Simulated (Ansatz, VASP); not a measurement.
ZnS: VASP beside Ansatz

File INCAR:

```
PREC = Accurate
ENCUT = 520
EDIFF = 1E-6
ISMEAR = 0
SIGMA = 0.05
LREAL = False
LASPH = True
NELM = 100
ALGO = Normal
ISIF = 2
LWAVE = False
LCHARG = False
GGA = PS
NBANDS = 26
```

Contents of KPOINTS:

```
regular mesh
0
Gamma
  9 9 6
```

Contents of POSCAR:

```
ZnS
1.0
    3.5108000990      0.0000000000      0.0000000000
   -1.7554000495      3.0404420733      0.0000000000
    0.0000000000      0.0000000000      6.9148718750
Zn S
2 2
Direct
    0.3333333333      0.6666666667      0.0054424479
    0.6666666667      0.3333333333      0.5054424479
    0.3333333333      0.6666666667      0.3795575521
    0.6666666667      0.3333333333      0.8795575521
```

Input for Ansatz:

```yaml
crystal:
  lattice:
    - [3.510800099, 0.0, 0.0]
    - [-1.7554000495, 3.0404420733, 0.0]
    - [0.0, 0.0, 6.914871875]
  atoms:
    - { symbol: Zn, position: [0.3333333333, 0.6666666667, 0.0054424479] }
    - { symbol: Zn, position: [0.6666666667, 0.3333333333, 0.5054424479] }
    - { symbol: S, position: [0.3333333333, 0.6666666667, 0.3795575521] }
    - { symbol: S, position: [0.6666666667, 0.3333333333, 0.8795575521] }
basis:
  ecutwfc: 520.0
kpoints:
  mp_grid: { grid: [9, 9, 6] }
hamiltonian:
  xc: pbesol
  pseudopotentials: { kind: paw }
scf:
  occupations: { method: gaussian, width: 0.05 }
output:
  forces: true
  stress: true
  eigenvalues: true
```

Alike in both runs: task single point; functional PBEsol; k mesh 9 × 9 × 6; occupations gaussian, width 0.05 eV; no spin polarisation.

|  | VASP | Ansatz |
| --- | --- | --- |
| version | VASP 6.6.1 | Ansatz 0.2.0 |
| potentials or method | VASP PAW PBE potentials, release 64 (Zn, S), cutoff 520 eV | scalar-relativistic, plane waves, PAW |
| valence electrons in the cell | 36 | 36 |

VASP gave:

* gap on the k mesh at the Fermi level (eV): 1.18
* least direct gap on the mesh (eV): 1.18
* pressure (GPa): 7.8
* traceless stress, the component that is largest in VASP (GPa): -16.64
* rms of the force components (eV/Å): 0.513

Question: What did Ansatz give for the same quantities?

Answer: gap on the k mesh at the Fermi level (eV): 1.18; least direct gap on the mesh (eV): 1.18; pressure (GPa): 7.6; traceless stress, the component that is largest in VASP (GPa): -16.58; rms of the force components (eV/Å): 0.506.

VASP's potentials were made for PBE, not for PBEsol. Atom by atom the forces differ by 0.008 eV/Å (rms over components). With one functional, cell and mesh, what is left measures potentials, basis and numerics.
